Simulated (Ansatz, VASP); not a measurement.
**Rh: VASP beside Ansatz**

```
CELL_PARAMETERS angstrom
2.73098 0.00000 0.00000
-1.36549 2.36510 0.00000
0.00000 0.00000 4.29563
ATOMIC_POSITIONS crystal
Rh 0.66667 0.33333 0.75000
Rh 0.33333 0.66667 0.25000
```

Change from the starting cell: strain +0.000 along x and y, -0.030 along z, atoms carried along.

Alike in both runs: task single point; functional PBEsol; k mesh 21 × 21 × 12; occupations gaussian, width 0.15 eV; no spin polarisation.

```csv
,VASP,Ansatz
version,VASP 6.6.1,Ansatz 0.2.0
potentials or method,"VASP PAW PBE potentials, release 64 (Rh_pv), cutoff 520 eV","scalar-relativistic, plane waves, PAW"
valence electrons in the cell,30,34
```

Ansatz gave:

```
gap on the k mesh at the Fermi level (eV)                     : none
pressure (GPa)                                                : -6.0
traceless stress, the component that is largest in VASP (GPa) : 4.39
```

Problem. What did VASP give for the same quantities?

Solution. gap on the k mesh at the Fermi level (eV): none; pressure (GPa): -6.1; traceless stress, the component that is largest in VASP (GPa): 4.40.

VASP's potentials were made for PBE, not for PBEsol. A gap of «none» marks a metal or a gap that the smearing closes. The functional is the same, so the differences come from potentials, cutoffs and numerics. VASP's potentials hold 30 valence electrons a cell and Ansatz's 34, so a difference there can come from the potentials and not from the codes.
